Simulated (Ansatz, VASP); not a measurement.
# One calculation of Sb, two programs

```xyz
2
Lattice="3.4364 0.0000 0.0000 -1.7182 2.9760 0.0000 0.0000 0.0000 5.3300" Properties=species:S:1:pos:R:3 pbc="T T T"
Sb    0.0000    1.9840    1.3325
Sb    1.7182    0.9920    3.9975
```

Change from the starting cell: equal xx and yy strain of +2 %, crystal datasets.

Alike in both runs: task electric field gradients; functional PBEsol; k mesh 12 × 12 × 7; occupations fermi-dirac, width 0.05 eV; no spin polarisation.

|  | VASP | Ansatz |
| --- | --- | --- |
| version | VASP 6.6.1 | Ansatz 0.2.0 |
| potentials or method | VASP PAW PBE potentials, release 64 (Sb), cutoff 520 eV | all-electron PAW with datasets made for the crystal, scalar-relativistic |

```tsv
	VASP	Ansatz	Ansatz less VASP
pressure (GPa)	-2.7	-2.6	+0.04
traceless stress, the component that is largest in VASP (GPa)	-0.26	-0.26	-0.003
size of Vzz on the site where it differs most (V/Å²)	19.6	21.3	+1.75
```

VASP's potentials were made for PBE, not for PBEsol. Ansatz ran all-electron here, and VASP with PAW potentials.

Neither program's run includes spin-orbit coupling.
